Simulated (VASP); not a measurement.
# Sb (Pm-3m) in VASP: further runs

Sb is run at these levels: r2SCAN; tasks: single point.

All numbers are computed with VASP 6.6.1; they aren't measurements. Logs are shortened: lines on timing, memory, paths and dates and some standing lists are left out, and cuts for length are marked.

### 1 The cell of the first run

The structure is cubic, space group Pm-3m (No. 221). The conventional cell has a = 2.959 Å, b = 2.959 Å, c = 2.959 Å, α = 90.00°, β = 90.00°, γ = 90.00°. Within 3.9 Å of Sb (site symmetry m-3m) lie 6 Sb at 2.96 Å.

### 2 Single point, r2SCAN (volume scaled by 0.88)

POSCAR

```
Sb
1.0
    2.9587327796      0.0000000000      0.0000000000
    0.0000000000      2.9587327796      0.0000000000
    0.0000000000      0.0000000000      2.9587327796
Sb
1
Direct
    0.0000000000      0.0000000000      0.0000000000
```

INCAR.step1

```
PREC = Accurate
ENCUT = 520
ISMEAR = 0
SIGMA = 0.1
LREAL = False
LASPH = True
NELM = 80
NBANDS = 8
GGA = PE
ALGO = Normal
EDIFF = 1E-4
LWAVE = True
LCHARG = False
```

INCAR.step2

```
PREC = Accurate
ENCUT = 520
EDIFF = 1E-7
ISMEAR = 0
SIGMA = 0.1
LREAL = False
LASPH = True
NELM = 80
ALGO = Normal
ISIF = 2
LWAVE = False
LCHARG = True
METAGGA = R2SCAN
LMIXTAU = True
LELF = True
LVHAR = True
NBANDS = 8
ISTART = 1
```

KPOINTS

```
regular mesh
0
Gamma
  14 14 14
```

Potentials or basis: VASP PAW PBE potentials, release 64 (Sb).

Command:

```
cat potpaw_PBE.64/Sb/POTCAR > POTCAR
cp INCAR.step1 INCAR
mpirun -np 1 vasp_std > vasp.out
cp INCAR.step2 INCAR
mpirun -np 1 vasp_std > vasp.out
```

OUTCAR:

```text
PREC = Accurate
   ENCUT = 520
   EDIFF = 1E-7
   ISMEAR = 0
   LREAL = False
   LASPH = True
   NELM = 80
   ISIF = 2
   METAGGA = R2SCAN
   ISTART = 1

 ion  position               nearest neighbor table
   1  0.000  0.000  0.000-

  LATTYP: Found a simple cubic cell.
 ALAT       =     2.9587327796

  Lattice vectors:

 A1 = (   2.9587327796,   0.0000000000,   0.0000000000)
 A2 = (   0.0000000000,   2.9587327796,   0.0000000000)
 A3 = (   0.0000000000,   0.0000000000,   2.9587327796)

Analysis of symmetry for initial positions (statically):
=====================================================================
 Subroutine PRICEL returns:
 Original cell was already a primitive cell.

 Routine SETGRP: Setting up the symmetry group for a
 simple cubic supercell.

 Subroutine GETGRP returns: Found 48 space group operations
 (whereof 48 operations were pure point group operations)
 out of a pool of 48 trial point group operations.

The static configuration has the point symmetry O_h .

Analysis of symmetry for dynamics (positions and initial velocities):
=====================================================================
 Subroutine PRICEL returns:
 Original cell was already a primitive cell.

 Routine SETGRP: Setting up the symmetry group for a
 simple cubic supercell.

 Subroutine GETGRP returns: Found 48 space group operations
 (whereof 48 operations were pure point group operations)
 out of a pool of 48 trial point group operations.

The dynamic configuration has the point symmetry O_h .

 Subroutine INISYM returns: Found 48 space group operations
 (whereof 48 operations are pure point group operations),
 and found     1 'primitive' translations

----------------------------------------------------------------------------------------

                                     Primitive cell

  volume of cell :      25.9010

  direct lattice vectors                    reciprocal lattice vectors
     2.958732780  0.000000000  0.000000000     0.337982533  0.000000000  0.000000000
     0.000000000  2.958732780  0.000000000     0.000000000  0.337982533  0.000000000
     0.000000000  0.000000000  2.958732780     0.000000000  0.000000000  0.337982533

  length of vectors
     2.958732780  2.958732780  2.958732780     0.337982533  0.337982533  0.337982533

  position of ions in fractional coordinates (direct lattice)
     0.000000000  0.000000000  0.000000000

  ion indices of the primitive-cell ions
   primitive index   ion index
                 1           1

----------------------------------------------------------------------------------------

 KPOINTS: regular mesh

Automatic generation of k-mesh.
 Grid dimensions read from file:
 generate k-points for:   14   14   14

 Generating k-lattice:

  Cartesian coordinates                     Fractional coordinates (reciprocal lattice)
     0.024141610  0.000000000  0.000000000     0.071428571  0.000000000  0.000000000
     0.000000000  0.024141610  0.000000000     0.000000000  0.071428571  0.000000000
     0.000000000  0.000000000  0.024141610     0.000000000  0.000000000  0.071428571

  Length of vectors
     0.024141610  0.024141610  0.024141610

  Shift w.r.t. Gamma in fractional coordinates (k-lattice)
     0.000000000  0.000000000  0.000000000

 Subroutine IBZKPT returns following result:
 ===========================================

 Found    120 irreducible k-points:

 Following reciprocal coordinates:
            Coordinates               Weight
  0.000000  0.000000  0.000000      1.000000
  0.071429  0.000000  0.000000      6.000000
  0.142857  0.000000  0.000000      6.000000
  0.214286  0.000000  0.000000      6.000000
  0.285714  0.000000  0.000000      6.000000
  0.357143  0.000000  0.000000      6.000000
[... 16 lines left out ...]
  0.285714  0.214286  0.000000     24.000000
  0.357143  0.214286  0.000000     24.000000
 [... further k-points ...]
   k-points           NKPTS =    120   k-points in BZ     NKDIM =    120   number of bands    NBANDS=      8
   number of dos      NEDOS =    301   number of ions     NIONS =      1
   total plane-waves  NPLWV =  13824
   dimension x,y,z NGX =    24 NGY =   24 NGZ =   24
   dimension x,y,z NGXF=    48 NGYF=   48 NGZF=   48
   ions per type =               1
   NGX,Y,Z   is equivalent  to a cutoff of  13.49, 13.49, 13.49 a.u.
   NGXF,Y,Z  is equivalent  to a cutoff of  26.97, 26.97, 26.97 a.u.
 SYSTEM =  unknown system
   PREC   = accura    normal or accurate (medium, high low for compatibility)
   ISTART =      1    job   : 0-new  1-cont  2-samecut
   ICHARG =      0    charge: 1-file 2-atom 10-const
   ISPIN  =      1    spin polarized calculation?
   LNONCOLLINEAR =      F non collinear calculations
   LSORBIT =      F    spin-orbit coupling
   LASPH  =      T    aspherical Exc in radial PAW
   ENCUT  =  520.0 eV  38.22 Ry    6.18 a.u.   5.50  5.50  5.50*2*pi/ulx,y,z
   NELM   =     80;   NELMIN=  2; NELMDL=  0     # of ELM steps
   EDIFF  = 0.1E-06   stopping-criterion for ELM
   LREAL  =      F    real-space projection
   EDIFFG = 0.1E-05   stopping-criterion for IOM
   NSW    =      0    number of steps for IOM
   IBRION =     -1    ionic relax: 0-MD 1-quasi-New 2-CG
   NFREE  =      0    steps in history (QN), initial steepest desc. (CG)
   ISIF   =      2    stress and relaxation
   ISYM   =      2    0-nonsym 1-usesym 2-fastsym
   POTIM  = 0.5000    time-step for ionic-motion
   TEBEG  =    0.0;   TEEND  =   0.0 temperature during run
   PSTRESS=    0.0 pullay stress
   NELECT =       5.0000    total number of electrons
   NUPDOWN=      -1.0000    fix difference up-down
   EMIN   =  10.00;   EMAX   =-10.00  energy-range for DOS
   EFERMI =   0.00;   METHOD = LEGACY
   ISMEAR =     0;   SIGMA  =   0.10  broadening in eV -4-tet -1-fermi 0-gaus
   EFERMI_NEDOS =   21; number of points for ismear=-14 and -15
   IALGO  =     38    algorithm
   IMIX   =      4    mixing-type and parameters
     AMIX     =   0.40;   BMIX     =  1.00
     AMIX_MAG =   1.60;   BMIX_MAG =  1.00
  volume/ion in A,a.u.               =      25.90       174.79
  Fermi-wavevector in a.u.,A,eV,Ry     =   0.946148  1.787961 12.179882  0.895196
  Thomas-Fermi vector in A             =   2.074118
   LORBIT       =      0    0 simple, 1 ext, 2 COOP (PROOUT), +10 PAW based schemes
   METAGGA = R2SCAN    functional components
   LHFCALC =     F    Hartree Fock is set to
   AEXX    =    0.0000 exact exchange contribution
   IVDW    =     0    specifies the selected vdW correction
   LEPSILON=     F    determine dielectric tensor
   LRPA    =     F    only Hartree local field effects (RPA)
 non-spin polarized calculation
 Gauss-broadening in eV      SIGMA  =   0.10
  energy-cutoff  :      520.00
  volume of cell :       25.90
 maximum number of plane-waves:       739
 NGX is ok and might be reduce to    24
   NGX = 11   NGY = 11   NGZ = 11

 number of electron       5.0000000 magnetization

 Free energy of the ion-electron system (eV)
  ---------------------------------------------------
  ext. energy  EPLUGINS =         0.00000000
  ---------------------------------------------------
  free energy    TOTEN  =       -25.54648940 eV

  energy without entropy =      -25.54399877  energy(sigma->0) =      -25.54524408

 E-fermi :   9.0020     XC(G=0): -10.7529

 val. band max:        8.9869944846   @ k =   0.3571   0.3571   0.3571
 cond. band min:       9.0126265286   @ k =   0.2857   0.2143   0.0714
 fundamental gap:      0.0256320439
 Fermi energy:         9.0020197255

 k-point     1 :       0.0000    0.0000    0.0000
  band No.  band energies     occupation
      1      -5.2180      2.00000
      2      12.8020      0.00000
      3      12.8020      0.00000
      4      12.8020      0.00000
      5      16.3663      0.00000
      6      16.3663      0.00000
      7      19.1037      0.00000
      8      28.2151      0.00000

 k-point     2 :       0.0714    0.0000    0.0000
  band No.  band energies     occupation
      1      -5.1281      2.00000
      2      11.6358      0.00000
      3      12.8951      0.00000
      4      12.8951      0.00000
      5      16.4312      0.00000
      6      17.1947      0.00000
      7      19.6005      0.00000
      8      27.5267      0.00000

 k-point     3 :       0.1429    0.0000    0.0000
  band No.  band energies     occupation
      1      -4.8600      2.00000
      2       9.5977      0.00000
      3      13.1684      0.00000
      4      13.1684      0.00000
      5      16.6251      0.00000
      6      18.0193      0.00000
      7      21.2771      0.00000
      8      26.2976      0.00000

 k-point     4 :       0.2143    0.0000    0.0000
  band No.  band energies     occupation
      1      -4.4192      2.00000
      2       7.5181      2.00000
      3      13.6018      0.00000
      4      13.6018      0.00000
      5      16.9451      0.00000
      6      18.5389      0.00000
      7      23.5347      0.00000
      8      24.9783      0.00000

 k-point     5 :       0.2857    0.0000    0.0000
  band No.  band energies     occupation
      1      -3.8211      2.00000
      2       5.5787      2.00000
      3      14.1557      0.00000
      4      14.1557      0.00000
      5      17.3827      0.00000
      6      19.0675      0.00000
      7      23.6955      0.00000
      8      23.6955      0.00000
[... 177 lines left out ...]
 k-point    22 :       0.2143    0.2143    0.0000
  band No.  band energies     occupation
      1      -3.6193      2.00000
      2       7.9025      2.00000
      3       8.7068      1.99997
      4      14.4132      0.00000
      5      18.1987      0.00000
      6      19.8677      0.00000
      7      23.0147      0.00000
      8      24.7831      0.00000

 k-point    23 :       0.2857    0.2143    0.0000
  band No.  band energies     occupation
      1      -3.0195      2.00000
      2       6.2867      2.00000
      3       8.9339      1.66475
      4      14.9767      0.00000
      5      17.8566      0.00000
      6      19.1082      0.00000
      7      23.7649      0.00000
      8      24.2221      0.00000

 k-point    24 :       0.3571    0.2143    0.0000
  band No.  band energies     occupation
      1      -2.3029      2.00000
      2       4.6127      2.00000
      3       9.5284      0.00000
      4      15.5895      0.00000
      5      16.6199      0.00000
      6      19.5628      0.00000
      7      23.1083      0.00000
      8      23.3364      0.00000

 [... further k-points ...]
[... 5 lines left out ...]
  --------------------------------------------------------------------------------------
  -------------------------------------------------------------------------------------
  Total        1.6457800      1.6457800      1.6457800     -0.0000000     -0.0000000     -0.0000000
  in kB      101.8040710    101.8040710    101.8040710     -0.0000000     -0.0000000     -0.0000000
  external PRESSURE =     101.8040710 kB  Pullay stress =       0.0000000 kB

 VOLUME and BASIS-vectors are now :
 -----------------------------------------------------------------------------
  energy-cutoff  :      520.00
  volume of cell :       25.90
      direct lattice vectors                 reciprocal lattice vectors
     2.958732780  0.000000000  0.000000000     0.337982533  0.000000000  0.000000000
     0.000000000  2.958732780  0.000000000     0.000000000  0.337982533  0.000000000
     0.000000000  0.000000000  2.958732780     0.000000000  0.000000000  0.337982533

 POSITION                                       TOTAL-FORCE (eV/Angst)
 -----------------------------------------------------------------------------------
      0.00000      0.00000      0.00000         0.000000      0.000000      0.000000
 -----------------------------------------------------------------------------------
    total drift:                               -0.000000      0.000000     -0.000000

  FREE ENERGIE OF THE ION-ELECTRON SYSTEM (eV)
  ---------------------------------------------------
  free  energy   TOTEN  =       -25.5464893966 eV

  energy  without entropy=      -25.5439987723  energy(sigma->0) =      -25.54524408
```

Run time: 20 s. Hardware: 1 thread of Intel Xeon 6975P-C (Granite Rapids), shared host; peak memory 0.15 GiB.

Results:

```
Free energy : -25.5465 eV
Pressure    : 10.2 GPa
```

Levels at points of the mesh, in eV from the Fermi level:
| k point | band 1 | band 2 | band 3 | band 4 | band 5 | band 6 |
| --- | --- | --- | --- | --- | --- | --- |
| (0.00, 0.00, 0.00) | -14.22 | 3.80 | 3.80 | 3.80 | 7.36 | 7.36 |
| (0.50, 0.00, 0.00) | -11.07 | -6.97 | 6.47 | 6.47 | 9.73 | 11.71 |
| (0.50, 0.50, 0.00) | -7.59 | -4.51 | -4.51 | 1.89 | 9.37 | 14.51 |
| (0.50, 0.50, 0.50) | -3.47 | -2.13 | -2.13 | -2.13 | 4.92 | 4.92 |

Caveat: the PAW data sets were made with another functional, which shifts forces and pressure a little; spin-orbit coupling is left out, which moves the levels of the heavy elements.

### 3 Single point, r2SCAN (volume scaled by 0.91)

POSCAR

```
Sb
1.0
    2.9919797509      0.0000000000      0.0000000000
    0.0000000000      2.9919797509      0.0000000000
    0.0000000000      0.0000000000      2.9919797509
Sb
1
Direct
    0.0000000000      0.0000000000      0.0000000000
```

INCAR.step1

```
SYSTEM = Sb
PREC = Accurate
ENCUT = 520
ISMEAR = 0
SIGMA = 0.1
LREAL = .FALSE.
LASPH = .TRUE.
NELM = 80
NBANDS = 8
GGA = PE
ALGO = Normal
EDIFF = 1E-4
LWAVE = .TRUE.
LCHARG = .FALSE.
```

INCAR.step2

```
SYSTEM = Sb
PREC = Accurate
ENCUT = 520
EDIFF = 1E-7
ISMEAR = 0
SIGMA = 0.1
LREAL = .FALSE.
LASPH = .TRUE.
NELM = 80
ALGO = Normal
ISIF = 2
LWAVE = .FALSE.
LCHARG = .FALSE.
METAGGA = R2SCAN
LMIXTAU = .TRUE.
NBANDS = 8
ISTART = 1
```

KPOINTS

```
regular mesh
0
G
  14 14 14
  0 0 0
```

Potentials or basis: VASP PAW PBE potentials, release 64 (Sb).

Command:

```
cat potpaw_PBE.64/Sb/POTCAR > POTCAR
cp INCAR.step1 INCAR
mpirun -np 1 vasp_std > vasp.out
cp INCAR.step2 INCAR
mpirun -np 1 vasp_std > vasp.out
```

Wall time 20 s (1 thread of Intel Xeon 6975P-C (Granite Rapids), shared host); peak memory 0.15 GiB.

The run converged. Its results:

| Item | Value |
| --- | --- |
| Free energy | -25.5931 eV |
| Pressure | 6.9 GPa |

Levels at points of the mesh, in eV from the Fermi level:
```csv
k point,band 1,band 2,band 3,band 4,band 5,band 6
"(0.00, 0.00, 0.00)",-13.91,3.72,3.72,3.72,7.33,7.33
"(0.50, 0.00, 0.00)",-10.90,-6.69,6.25,6.25,9.63,11.63
"(0.50, 0.50, 0.00)",-7.60,-4.33,-4.33,2.04,8.97,14.37
"(0.50, 0.50, 0.50)",-3.72,-2.05,-2.05,-2.05,4.98,4.98
```

Caveat: the PAW data sets were made with another functional, which shifts forces and pressure a little; spin-orbit coupling is left out, which moves the levels of the heavy elements.

### 4 Single point, r2SCAN (volume scaled by 0.94)

POSCAR

```
Sb
1.0
    3.0245038180      0.0000000000      0.0000000000
    0.0000000000      3.0245038180      0.0000000000
    0.0000000000      0.0000000000      3.0245038180
Sb
1
Direct
    0.0000000000      0.0000000000      0.0000000000
```

INCAR.step1

```
SYSTEM = Sb
PREC = Accurate ; ENCUT = 520
ISMEAR = 0 ; SIGMA = 0.1
LREAL = .FALSE. ; LASPH = .TRUE.
NELM = 100 ; NBANDS = 8
GGA = PE ; ALGO = Normal
EDIFF = 1E-4 ; LWAVE = .TRUE.
LCHARG = .FALSE.
```

INCAR.step2

```
SYSTEM = Sb
PREC = Accurate ; ENCUT = 520
EDIFF = 1E-6 ; ISMEAR = 0
SIGMA = 0.1 ; LREAL = .FALSE.
LASPH = .TRUE. ; NELM = 100
ALGO = Normal ; ISIF = 2
LWAVE = .FALSE. ; LCHARG = .FALSE.
METAGGA = R2SCAN ; LMIXTAU = .TRUE.
NBANDS = 8 ; ISTART = 1
```

KPOINTS

```
Automatic mesh
0
G
  14 14 14
  0 0 0
```

Command:

```
cat potpaw_PBE.64/Sb/POTCAR > POTCAR
cp INCAR.step1 INCAR
mpirun -np 1 vasp_std > vasp.out
cp INCAR.step2 INCAR
mpirun -np 1 vasp_std > vasp.out
```

Run time: 17 s. Hardware: 1 thread of Intel Xeon 6975P-C (Granite Rapids), shared host; peak memory 0.16 GiB.

It converged, with:

* Free energy: -25.6232 eV
* Pressure: 4.2 GPa

Levels at points of the mesh, in eV from the Fermi level:
```
           k point  band 1  band 2  band 3  band 4  band 5  band 6  band 7  band 8
(0.00, 0.00, 0.00)  -13.60    3.65    3.65    3.65    7.32    7.32    9.66   18.88
(0.50, 0.00, 0.00)  -10.73   -6.42    6.06    6.06    9.55   11.56   12.22   12.22
(0.50, 0.50, 0.00)   -7.60   -4.14   -4.14    2.19    8.61   14.14   14.25   14.26
(0.50, 0.50, 0.50)   -3.94   -1.96   -1.96   -1.96    5.06    5.06    5.06    7.37
```

Caveat: the PAW data sets were made with another functional, which shifts forces and pressure a little; spin-orbit coupling is left out, which moves the levels of the heavy elements.

### 5 Overview

```tsv
cell	gap on the mesh (eV)	pressure (GPa)
a = 2.959 Å, 1 atom	none	10.2
a = 2.992 Å, 1 atom	none	6.9
a = 3.025 Å, 1 atom	none	4.2
```

Alike in all rows: task single point; level r2SCAN; potentials or basis VASP PAW PBE potentials, release 64 (Sb); no spin polarisation; k mesh 14 × 14 × 14; cutoff (eV) 520; smearing gaussian 0.1 eV.

Caveats: the PAW data sets were made with another functional, which shifts forces and pressure a little; spin-orbit coupling is left out, which moves the levels of the heavy elements.

Total energies depend on the potentials used, so only differences within one code and one set of settings carry meaning.
